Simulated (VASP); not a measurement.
Wanted: the native input for a VASP 6.6.1 run.

| Quantity | Value |
| --- | --- |
| Task | relaxation of cell and atoms |
| Functional | PBE |
| Potentials or basis | VASP PAW PBE potentials, release 64 (Al, W_sv) |
| Cutoff | 600 eV |
| k mesh | 4 × 4 × 4 |
| Occupations | gaussian, width 0.1 eV |
| Spin | no spin polarisation |
| Dipole correction | no |
| Further INCAR settings | ALGO = Normal; EDIFF = 1e-06; IBRION = 2; EDIFFG = -0.04; NSW = 90; ISIF = 3 |

The structure of AlW3 lies in POSCAR:

```
AlW3
1.0
    0.0000000000      3.4189352100      3.4189352100
    3.4189352100      0.0000000000      3.4189352100
    3.4189352100      3.4189352100      0.0000000000
Al W
1 3
Direct
    0.0000000000      0.0000000000      0.0000000000
    0.2500000000      0.2500000000      0.2500000000
    0.7500000000      0.7500000000      0.7500000000
    0.5000000000      0.5000000000      0.5000000000
```

The cell was built from a structure type or drawn by symmetry, and may not be a known phase.

The input as run:

INCAR

```
SYSTEM = AlW3
PREC     = Accurate       ! precision mode
ENCUT    = 600            ! plane-wave cutoff, eV
EDIFF    = 1E-6           ! SCF threshold, eV
ISMEAR   = 0              ! smearing method
SIGMA    = 0.1            ! smearing width, eV
LREAL    = .False.        ! projectors in reciprocal space
LASPH    = .True.         ! aspherical terms in the spheres
NELM     = 60             ! most SCF steps
ALGO     = Normal         ! electronic algorithm
ISIF     = 3              ! what is computed and relaxed
LWAVE    = .False.        ! write WAVECAR
LCHARG   = .False.        ! write CHGCAR
GGA      = PE             ! functional
IBRION   = 2              ! ionic algorithm
NSW      = 90             ! ionic steps
EDIFFG   = -0.04          ! ionic threshold
```

KPOINTS

```
regular mesh
0
Gamma
  4 4 4
  0 0 0
```

Potentials or basis: VASP PAW PBE potentials, release 64 (Al, W_sv).

Command:

```sh
$ cat potpaw_PBE.64/Al/POTCAR potpaw_PBE.64/W_sv/POTCAR > POTCAR
$ mpirun -np 1 vasp_std > vasp.out
```

It gave:

- Relaxed volume: 15.70 Å³/atom
- Relaxed cell: a = 4.461 Å, b = 4.461 Å, c = 4.461 Å, α = 60.00°, β = 60.00°, γ = 60.00°
- Space group after relaxing (to 0.1 Å): Fm-3m (No. 225)
- Pressure after relaxing: 0.2 GPa
- Band gap on the k mesh: zero (an odd number of electrons rules out a gap without spin polarisation)

Caveat: the k points lie up to 0.43 Å⁻¹ apart in the final cell, too coarse for converged energies and pressures of a metal; the volume moved by over 15 % at a fixed basis, so the end points are rough; spin-orbit coupling is left out, which moves the levels of the heavy elements.

Run time: 3.2 min on 1 thread of Intel Xeon 8259CL, with other jobs on the host, peak memory 0.26 GiB.
